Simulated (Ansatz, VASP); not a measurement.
## Two plane-wave programs on PtSe2

```
Pt Se
1.0
     3.72400    0.00000    0.00000
    -1.86200    3.22508    0.00000
     0.00000    0.00000    4.85952
Pt Se
1 2
Direct
  0.00000 0.00000 0.00000
  0.33333 0.66667 0.25000
  0.66667 0.33333 0.75000
```

Change from the starting cell: strain +0.000 along x and y, -0.040 along z, atoms carried along.

Alike in both runs: task single point; functional PBE; k mesh 12 × 12 × 10; occupations gaussian, width 0.15 eV; no spin polarisation.

```csv
,VASP,Ansatz
version,VASP 6.6.1,Ansatz 0.2.0
potentials or method,"VASP PAW PBE potentials, release 64 (Pt, Se), cutoff 520 eV","scalar-relativistic, plane waves, PAW"
valence electrons in the cell,22,50
```

Ansatz gave:

```
gap on the k mesh at the Fermi level (eV)                     : none
pressure (GPa)                                                : 12.2
traceless stress, the component that is largest in VASP (GPa) : -1.29
rms of the force components (eV/Å)                            : 0.543
```

Task: Estimate VASP's values.

Result: gap on the k mesh at the Fermi level (eV): none; pressure (GPa): 12.3; traceless stress, the component that is largest in VASP (GPa): -1.31; rms of the force components (eV/Å): 0.547.

Atom by atom the forces differ by 0.004 eV/Å (rms over components). A gap of «none» marks a metal or a gap that the smearing closes. VASP's potentials hold 22 valence electrons a cell and Ansatz's 50, so a difference there can come from the potentials and not from the codes.

Neither program's run includes spin-orbit coupling.
